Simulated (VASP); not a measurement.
# Nb3Sn (Pm-3n) in VASP: single point with r2SCAN

Aim: the single point of Nb3Sn with r2SCAN.

Everything below comes from runs of VASP 6.6.1. Logs are shortened: lines on timing, memory, paths and dates and some standing lists are left out, and cuts for length are marked.

## 1. The cell of the first run

The structure is cubic, space group Pm-3n (No. 223). The conventional cell has a = 5.245 Å, b = 5.245 Å, c = 5.245 Å, α = 90.00°, β = 90.00°, γ = 90.00°. Sn (site symmetry m-3) has 12 Nb at 2.93 Å within 3.9 Å. Within 3.5 Å of Nb (site symmetry -4m2) lie 10 Nb at 2.62 to 3.21 Å and 4 Sn at 2.93 Å.

## 2. Single point, r2SCAN

POSCAR reads:

```
Nb3Sn
1.0
    5.2451825900      0.0000000000      0.0000000000
    0.0000000000      5.2451825900      0.0000000000
    0.0000000000      0.0000000000      5.2451825900
Sn Nb
2 6
Direct
    0.0000000000      0.0000000000      0.0000000000
    0.5000000000      0.5000000000      0.5000000000
    0.2500000000      0.0000000000      0.5000000000
    0.5000000000      0.7500000000      0.0000000000
    0.7500000000      0.0000000000      0.5000000000
    0.5000000000      0.2500000000      0.0000000000
    0.0000000000      0.5000000000      0.7500000000
    0.0000000000      0.5000000000      0.2500000000
```

INCAR.step1 reads:

```
SYSTEM = Nb3Sn
ALGO = Normal
EDIFF = 1E-4
ENCUT = 520
GGA = PE
ISMEAR = -5
LASPH = .TRUE.
LCHARG = .FALSE.
LREAL = .FALSE.
LWAVE = .TRUE.
NBANDS = 63
NELM = 60
PREC = Accurate
SIGMA = 0.1
```

INCAR.step2 reads:

```
SYSTEM = Nb3Sn
ALGO = Normal
EDIFF = 1E-6
ENCUT = 520
ISIF = 2
ISMEAR = -5
ISTART = 1
LASPH = .TRUE.
LCHARG = .TRUE.
LELF = .TRUE.
LMIXTAU = .TRUE.
LREAL = .FALSE.
LVHAR = .TRUE.
LWAVE = .FALSE.
METAGGA = R2SCAN
NBANDS = 63
NELM = 60
PREC = Accurate
SIGMA = 0.1
```

KPOINTS reads:

```
k-points
0
G
  5 5 5
  0 0 0
```

Potentials or basis: VASP PAW PBE potentials, release 64 (Sn_d, Nb_sv).

On the command line:

```
$ cat potpaw_PBE.64/Sn_d/POTCAR potpaw_PBE.64/Nb_sv/POTCAR > POTCAR
$ cp INCAR.step1 INCAR
$ mpirun -np 1 vasp_std > vasp.out
$ cp INCAR.step2 INCAR
$ mpirun -np 1 vasp_std > vasp.out
```

OUTCAR:

```text
SYSTEM = Nb3Sn
   EDIFF = 1E-6
   ENCUT = 520
   ISIF = 2
   ISMEAR = -5
   ISTART = 1
   LASPH = .TRUE.
   LREAL = .FALSE.
   METAGGA = R2SCAN
   NELM = 60
   PREC = Accurate

 ion  position               nearest neighbor table
   1  0.000  0.000  0.000-   3 2.93   4 2.93   5 2.93   6 2.93   7 2.93   8 2.93   3 2.93   5 2.93
                             7 2.93   8 2.93   4 2.93   6 2.93
   2  0.500  0.500  0.500-   3 2.93   4 2.93   5 2.93   6 2.93   7 2.93   8 2.93   4 2.93   6 2.93
                             3 2.93   5 2.93   7 2.93   8 2.93
   3  0.250  0.000  0.500-   5 2.62   5 2.62   1 2.93   1 2.93   2 2.93   2 2.93
   4  0.500  0.750  0.000-   6 2.62   6 2.62   1 2.93   2 2.93   2 2.93   1 2.93
   5  0.750  0.000  0.500-   3 2.62   3 2.62   1 2.93   1 2.93   2 2.93   2 2.93
   6  0.500  0.250  0.000-   4 2.62   4 2.62   1 2.93   2 2.93   2 2.93   1 2.93
   7  0.000  0.500  0.750-   8 2.62   8 2.62   1 2.93   2 2.93   1 2.93   2 2.93
   8  0.000  0.500  0.250-   7 2.62   7 2.62   1 2.93   2 2.93   1 2.93   2 2.93

  LATTYP: Found a simple cubic cell.
 ALAT       =     5.2451825900

  Lattice vectors:

 A1 = (   5.2451825900,   0.0000000000,   0.0000000000)
 A2 = (   0.0000000000,   5.2451825900,   0.0000000000)
 A3 = (   0.0000000000,   0.0000000000,   5.2451825900)

Analysis of symmetry for initial positions (statically):
=====================================================================
 Subroutine PRICEL returns:
 Original cell was already a primitive cell.

 Routine SETGRP: Setting up the symmetry group for a
 simple cubic supercell.

 Subroutine GETGRP returns: Found 48 space group operations
 (whereof 24 operations were pure point group operations)
 out of a pool of 48 trial point group operations.

The static configuration has the point symmetry T_h .
 The point group associated with its full space group is O_h .

Analysis of symmetry for dynamics (positions and initial velocities):
=====================================================================
 Subroutine PRICEL returns:
 Original cell was already a primitive cell.

 Routine SETGRP: Setting up the symmetry group for a
 simple cubic supercell.

 Subroutine GETGRP returns: Found 48 space group operations
 (whereof 24 operations were pure point group operations)
 out of a pool of 48 trial point group operations.

The dynamic configuration has the point symmetry T_h .
 The point group associated with its full space group is O_h .

 Subroutine INISYM returns: Found 48 space group operations
 (whereof 24 operations are pure point group operations),
 and found     1 'primitive' translations

----------------------------------------------------------------------------------------

                                     Primitive cell

  volume of cell :     144.3052

  direct lattice vectors                    reciprocal lattice vectors
     5.245182590  0.000000000  0.000000000     0.190651132  0.000000000  0.000000000
     0.000000000  5.245182590  0.000000000     0.000000000  0.190651132  0.000000000
     0.000000000  0.000000000  5.245182590     0.000000000  0.000000000  0.190651132

  length of vectors
     5.245182590  5.245182590  5.245182590     0.190651132  0.190651132  0.190651132

  position of ions in fractional coordinates (direct lattice)
     0.000000000  0.000000000  0.000000000
     0.500000000  0.500000000  0.500000000
     0.250000000  0.000000000  0.500000000
     0.500000000  0.750000000  0.000000000
     0.750000000  0.000000000  0.500000000
     0.500000000  0.250000000  0.000000000
     0.000000000  0.500000000  0.750000000
     0.000000000  0.500000000  0.250000000

  ion indices of the primitive-cell ions
   primitive index   ion index
                 1           1
                 2           2
                 3           3
                 4           4
                 5           5
                 6           6
                 7           7
                 8           8

----------------------------------------------------------------------------------------

 KPOINTS: k-points

Automatic generation of k-mesh.
 Grid dimensions read from file:
 generate k-points for:    5    5    5

 Generating k-lattice:

  Cartesian coordinates                     Fractional coordinates (reciprocal lattice)
     0.038130226  0.000000000  0.000000000     0.200000000  0.000000000  0.000000000
     0.000000000  0.038130226  0.000000000     0.000000000  0.200000000  0.000000000
     0.000000000  0.000000000  0.038130226     0.000000000  0.000000000  0.200000000

  Length of vectors
     0.038130226  0.038130226  0.038130226

  Shift w.r.t. Gamma in fractional coordinates (k-lattice)
     0.000000000  0.000000000  0.000000000

 TETIRR: Found     57 inequivalent tetrahedra from      750

 Subroutine IBZKPT returns following result:
 ===========================================

 Found     10 irreducible k-points:

 Following reciprocal coordinates:
            Coordinates               Weight
  0.000000  0.000000  0.000000      1.000000
  0.200000  0.000000  0.000000      6.000000
  0.400000  0.000000  0.000000      6.000000
  0.200000  0.200000  0.000000     12.000000
  0.400000  0.200000  0.000000     24.000000
  0.400000  0.400000  0.000000     12.000000
  0.200000  0.200000  0.200000      8.000000
  0.400000  0.200000  0.200000     24.000000
  0.400000  0.400000  0.200000     24.000000
  0.400000  0.400000  0.400000      8.000000
   k-points           NKPTS =     10   k-points in BZ     NKDIM =     10   number of bands    NBANDS=     63
   number of dos      NEDOS =    301   number of ions     NIONS =      8
   total plane-waves  NPLWV =  64000
   dimension x,y,z NGX =    40 NGY =   40 NGZ =   40
   dimension x,y,z NGXF=    80 NGYF=   80 NGZF=   80
   ions per type =               2   6
   NGX,Y,Z   is equivalent  to a cutoff of  12.68, 12.68, 12.68 a.u.
   NGXF,Y,Z  is equivalent  to a cutoff of  25.36, 25.36, 25.36 a.u.
 SYSTEM =  Nb3Sn
   PREC   = accura    normal or accurate (medium, high low for compatibility)
   ISTART =      1    job   : 0-new  1-cont  2-samecut
   ICHARG =      0    charge: 1-file 2-atom 10-const
   ISPIN  =      1    spin polarized calculation?
   LNONCOLLINEAR =      F non collinear calculations
   LSORBIT =      F    spin-orbit coupling
   LASPH  =      T    aspherical Exc in radial PAW
   ENCUT  =  520.0 eV  38.22 Ry    6.18 a.u.   9.75  9.75  9.75*2*pi/ulx,y,z
   NELM   =     60;   NELMIN=  2; NELMDL=  0     # of ELM steps
   EDIFF  = 0.1E-05   stopping-criterion for ELM
   LREAL  =      F    real-space projection
   EDIFFG = 0.1E-04   stopping-criterion for IOM
   NSW    =      0    number of steps for IOM
   IBRION =     -1    ionic relax: 0-MD 1-quasi-New 2-CG
   NFREE  =      0    steps in history (QN), initial steepest desc. (CG)
   ISIF   =      2    stress and relaxation
   ISYM   =      2    0-nonsym 1-usesym 2-fastsym
   POTIM  = 0.5000    time-step for ionic-motion
   TEBEG  =    0.0;   TEEND  =   0.0 temperature during run
   PSTRESS=    0.0 pullay stress
   NELECT =     106.0000    total number of electrons
   NUPDOWN=      -1.0000    fix difference up-down
   EMIN   =  10.00;   EMAX   =-10.00  energy-range for DOS
   EFERMI =   0.00;   METHOD = LEGACY
   ISMEAR =    -5;   SIGMA  =   0.10  broadening in eV -4-tet -1-fermi 0-gaus
   EFERMI_NEDOS =   21; number of points for ismear=-14 and -15
   IALGO  =     38    algorithm
   IMIX   =      4    mixing-type and parameters
     AMIX     =   0.40;   BMIX     =  1.00
     AMIX_MAG =   1.60;   BMIX_MAG =  1.00
  volume/ion in A,a.u.               =      18.04       121.73
  Fermi-wavevector in a.u.,A,eV,Ry     =   1.477121  2.791355 29.686381  2.181887
  Thomas-Fermi vector in A             =   2.591564
   LORBIT       =      0    0 simple, 1 ext, 2 COOP (PROOUT), +10 PAW based schemes
   METAGGA = R2SCAN    functional components
   LHFCALC =     F    Hartree Fock is set to
   AEXX    =    0.0000 exact exchange contribution
   IVDW    =     0    specifies the selected vdW correction
   LEPSILON=     F    determine dielectric tensor
   LRPA    =     F    only Hartree local field effects (RPA)
 non-spin polarized calculation
 Fermi weights with tetrahedron method with Bloechl corrections
  energy-cutoff  :      520.00
  volume of cell :      144.31
 maximum number of plane-waves:      3892
 NGX is ok and might be reduce to    40
   NGX = 19   NGY = 19   NGZ = 19

 number of electron     106.0000000 magnetization

 Free energy of the ion-electron system (eV)
  ---------------------------------------------------
  ext. energy  EPLUGINS =         0.00000000
  ---------------------------------------------------
  free energy    TOTEN  =      -200.22509310 eV

  energy without entropy =     -200.22509310  energy(sigma->0) =     -200.22509310

 E-fermi :  11.6887     XC(G=0): -13.6189

 val. band max:       11.6942995301   @ k =   0.4000   0.4000   0.4000
 cond. band min:      11.6781718956   @ k =   0.2000   0.2000   0.2000
 fundamental gap:     -0.0161276345
 Fermi energy:        11.6886979145

 k-point     1 :       0.0000    0.0000    0.0000
  band No.  band energies     occupation
      1     -44.6364      2.00000
      2     -44.5469      2.00000
      3     -44.5469      2.00000
      4     -44.2867      2.00000
      5     -44.2867      2.00000
      6     -44.2867      2.00000
[... 55 lines left out ...]
     62      15.7862      0.00000
     63      15.8858      0.00000

 k-point     2 :       0.2000    0.0000    0.0000
  band No.  band energies     occupation
      1     -44.6230      2.00000
      2     -44.5533      2.00000
      3     -44.5277      2.00000
      4     -44.3145      2.00000
      5     -44.2867      2.00000
      6     -44.2867      2.00000
[... 517 lines left out ...]
     62      14.5939      0.00000
     63      14.7345      0.00000

 k-point    10 :       0.4000    0.4000    0.4000
  band No.  band energies     occupation
      1     -44.4909      2.00000
      2     -44.4733      2.00000
      3     -44.4733      2.00000
      4     -44.3916      2.00000
      5     -44.3916      2.00000
      6     -44.3826      2.00000
[... 55 lines left out ...]
     62      14.4917      0.00000
     63      14.7489      0.00000

------------------------ aborting loop because EDIFF is reached ----------------------------------------

  FORCE on cell =-STRESS in cart. coord.  units (eV):
  Direction    XX          YY          ZZ          XY          YZ          ZX
  --------------------------------------------------------------------------------------
  -------------------------------------------------------------------------------------
  Total        5.4084405      5.4084405      5.4084405     -0.0000000     -0.0000000      0.0000000
  in kB       60.0483120     60.0483120     60.0483120     -0.0000000     -0.0000000      0.0000000
  external PRESSURE =      60.0483120 kB  Pullay stress =       0.0000000 kB

 VOLUME and BASIS-vectors are now :
 -----------------------------------------------------------------------------
  energy-cutoff  :      520.00
  volume of cell :      144.31
      direct lattice vectors                 reciprocal lattice vectors
     5.245182590  0.000000000  0.000000000     0.190651132  0.000000000  0.000000000
     0.000000000  5.245182590  0.000000000     0.000000000  0.190651132  0.000000000
     0.000000000  0.000000000  5.245182590     0.000000000  0.000000000  0.190651132

 POSITION                                       TOTAL-FORCE (eV/Angst)
 -----------------------------------------------------------------------------------
      0.00000      0.00000      0.00000        -0.000000     -0.000000      0.000000
      2.62259      2.62259      2.62259        -0.000000     -0.000000      0.000000
      1.31130      0.00000      2.62259         0.000000      0.000000      0.000000
      2.62259      3.93389      0.00000         0.000000      0.000000      0.000000
      3.93389      0.00000      2.62259        -0.000000     -0.000000     -0.000000
      2.62259      1.31130      0.00000         0.000000     -0.000000      0.000000
      0.00000      2.62259      3.93389        -0.000000     -0.000000      0.000000
      0.00000      2.62259      1.31130        -0.000000     -0.000000     -0.000000
 -----------------------------------------------------------------------------------
    total drift:                                0.000000     -0.000000      0.000000

  FREE ENERGIE OF THE ION-ELECTRON SYSTEM (eV)
  ---------------------------------------------------
  free  energy   TOTEN  =      -200.2250931027 eV

  energy  without entropy=     -200.2250931027  energy(sigma->0) =     -200.22509310
```

Run time: 3.4 min. Hardware: 1 thread of Intel Xeon Platinum 8559C (Emerald Rapids), shared host; peak memory 0.28 GiB.

What came out:

- Free energy: -200.2251 eV
- Pressure: 6.0 GPa
- Band gap on the k mesh: zero (bands 53 and 54 overlap by 0.12 eV)

Levels at points of the mesh, in eV from the Fermi level:
```tsv
k point	band 49	band 50	band 51	band 52	band 53	band 54	band 55	band 56	band 57	band 58
(0.00, 0.00, 0.00)	-1.53	-0.63	-0.63	-0.63	-0.01	-0.01	2.72	2.72	2.72	2.93
```

Caveat: the cell stands under pressure; the PAW data sets were made with another functional, which shifts forces and pressure a little; spin-orbit coupling is left out, which moves the levels of the heavy elements; tetrahedron occupations give inexact forces and stress in metals.
